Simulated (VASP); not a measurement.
Wanted: the native input for a VASP 6.6.1 run.

```yaml
Task: single point
Functional: r2SCAN
Potentials_or_basis: VASP PAW PBE potentials, release 64 (Ta_pv, N)
Cutoff: 520 eV
k_mesh: 4 × 4 × 6
Occupations: gaussian, width 0.1 eV
Spin: no spin polarisation
Dipole_correction: no
Further_INCAR_settings: ALGO = Normal; EDIFF = 1e-06; NBANDS = 36
```

The system is Ta2N.

```xyz
6
Lattice="5.0421 0.0000 0.0000 0.0000 5.0421 0.0000 0.0000 0.0000 3.2476" Properties=species:S:1:pos:R:3 pbc="T T T"
Ta    1.5429    1.5429    0.0000
Ta    0.9782    4.0640    1.6238
Ta    3.4992    3.4992    0.0000
Ta    4.0640    0.9782    1.6238
N     0.0000    0.0000    0.0000
N     2.5211    2.5211    1.6238
```

The input as run:

POSCAR

```
Ta2N
1.0
    5.0421221510      0.0000000000      0.0000000000
    0.0000000000      5.0421221510      0.0000000000
    0.0000000000      0.0000000000      3.2476359262
Ta N
4 2
Direct
    0.3060000000      0.3060000000      0.0000000000
    0.1940000000      0.8060000000      0.5000000000
    0.6940000000      0.6940000000      0.0000000000
    0.8060000000      0.1940000000      0.5000000000
    0.0000000000      0.0000000000      0.0000000000
    0.5000000000      0.5000000000      0.5000000000
```

INCAR.step1

```
  PREC = Accurate
  ENCUT = 520
  ISMEAR = 0
  SIGMA = 0.1
  LREAL = F
  LASPH = T
  NELM = 80
  NBANDS = 36
  GGA = PE
  ALGO = Normal
  EDIFF = 1E-4
  LWAVE = T
  LCHARG = F
```

INCAR.step2

```
  PREC = Accurate
  ENCUT = 520
  EDIFF = 1E-6
  ISMEAR = 0
  SIGMA = 0.1
  LREAL = F
  LASPH = T
  NELM = 80
  ALGO = Normal
  ISIF = 2
  LWAVE = F
  LCHARG = T
  METAGGA = R2SCAN
  LMIXTAU = T
  LELF = T
  LVHAR = T
  NBANDS = 36
  ISTART = 1
```

KPOINTS

```
regular mesh
0
Gamma
  4 4 6
```

Potentials or basis: VASP PAW PBE potentials, release 64 (Ta_pv, N).

Command:

```sh
$ cat potpaw_PBE.64/Ta_pv/POTCAR potpaw_PBE.64/N/POTCAR > POTCAR
$ cp INCAR.step1 INCAR
$ mpirun -np 1 vasp_std > vasp.out
$ cp INCAR.step2 INCAR
$ mpirun -np 1 vasp_std > vasp.out
```

It gave:

* Pressure: -1.3 GPa
* Largest force: 2.495 eV/Å
* Band gap on the k mesh: zero (bands 27 and 28 overlap by 2.28 eV)

Caveat: the PAW data sets were made with another functional, which shifts forces and pressure a little; spin-orbit coupling is left out, which moves the levels of the heavy elements.

It took 2.5 min on 1 thread of AMD EPYC 9R45 96-Core Processor (Zen 5) (shared host), peak memory 0.2 GiB.
